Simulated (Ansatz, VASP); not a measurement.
# One calculation of ScAl2, two programs

INCAR

```
SYSTEM = ScAl2
  PREC = Accurate
  ENCUT = 520
  EDIFF = 1E-6
  ISMEAR = 0
  SIGMA = 0.15
  LREAL = .False.
  LASPH = .True.
  NELM = 100
  ALGO = Fast
  ISIF = 2
  LWAVE = .False.
  LCHARG = .False.
  GGA = PS
  NBANDS = 26
```

Contents of KPOINTS:

```
Automatic mesh
0
Gamma
  12 12 12
  0 0 0
```

POSCAR

```
ScAl2
1.0
    0.0000000000      3.7634024185      3.7634024185
    3.7634024185      0.0000000000      3.7634024185
    3.7634024185      3.7634024185      0.0000000000
Sc Al
2 4
Direct
    0.5000000000      0.5000000000      0.5000000000
    0.7500000000      0.7500000000      0.7500000000
    0.1250000000      0.1250000000      0.1250000000
    0.6250000000      0.1250000000      0.1250000000
    0.1250000000      0.6250000000      0.1250000000
    0.1250000000      0.1250000000      0.6250000000
```

Input for Ansatz:

```yaml
crystal:
  lattice:
    - [0.0, 3.7634024216, 3.7634024216]
    - [3.7634024216, 0.0, 3.7634024216]
    - [3.7634024216, 3.7634024216, 0.0]
  atoms:
    - { symbol: Sc, position: [0.5, 0.5, 0.5] }
    - { symbol: Sc, position: [0.75, 0.75, 0.75] }
    - { symbol: Al, position: [0.125, 0.125, 0.125] }
    - { symbol: Al, position: [0.625, 0.125, 0.125] }
    - { symbol: Al, position: [0.125, 0.625, 0.125] }
    - { symbol: Al, position: [0.125, 0.125, 0.625] }
basis:
  ecutwfc: 420
kpoints:
  mp_grid: { grid: [12, 12, 12] }
hamiltonian:
  xc: pbesol
scf:
  occupations: { method: gaussian, width: 0.15 }
output:
  forces: true
  stress: true
  eigenvalues: true
```

Alike in both runs: task single point; functional PBEsol; k mesh 12 × 12 × 12; occupations gaussian, width 0.15 eV; no spin polarisation.

|  | VASP | Ansatz |
| --- | --- | --- |
| version | VASP 6.6.1 | Ansatz 0.2.0 |
| potentials or method | VASP PAW PBE potentials, release 64 (Sc_sv, Al), cutoff 520 eV | scalar-relativistic, plane waves, PAW |
| valence electrons in the cell | 34 | 34 |

|  | VASP | Ansatz | Ansatz less VASP |
| --- | --- | --- | --- |
| gap on the k mesh at the Fermi level (eV) | none | none | - |
| pressure (GPa) | 0.1 | 0.0 | -0.05 |

VASP's potentials were made for PBE, not for PBEsol. A gap of «none» marks a metal or a gap that the smearing closes.
